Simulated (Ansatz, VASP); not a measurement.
Two plane-wave programs on Al

```
Al
1.0
    -1.72013    1.72013    3.18520
     1.72013   -1.72013    3.18520
     1.72013    1.72013   -3.18520
Al
2
Direct
  0.31021 0.31021 0.00000
  0.68979 0.68979 0.00000
```

Alike in both runs: task relaxation of cell and atoms; functional PBE; k mesh 8 × 8 × 8; occupations gaussian, width 0.1 eV; no spin polarisation.

```csv
,VASP,Ansatz
version,VASP 6.6.1,Ansatz 0.2.0
potentials or method,"VASP PAW PBE potentials, release 64 (Al), cutoff 600 eV","scalar-relativistic, plane waves, PAW"
valence electrons in the cell,6,6
```

|  | VASP | Ansatz | Ansatz less VASP |
| --- | --- | --- | --- |
| gap on the k mesh at the Fermi level, each at its own relaxed structure (eV) | none | none | - |
| relaxed volume (Å³/atom) | 18.84 | 18.90 | +0.064 |
| relaxed length of the cell vector where the two differ most in proportion (Å) | 4.907 | 4.900 | -0.0071 |

A gap of «none» marks a metal or a gap that the smearing closes.
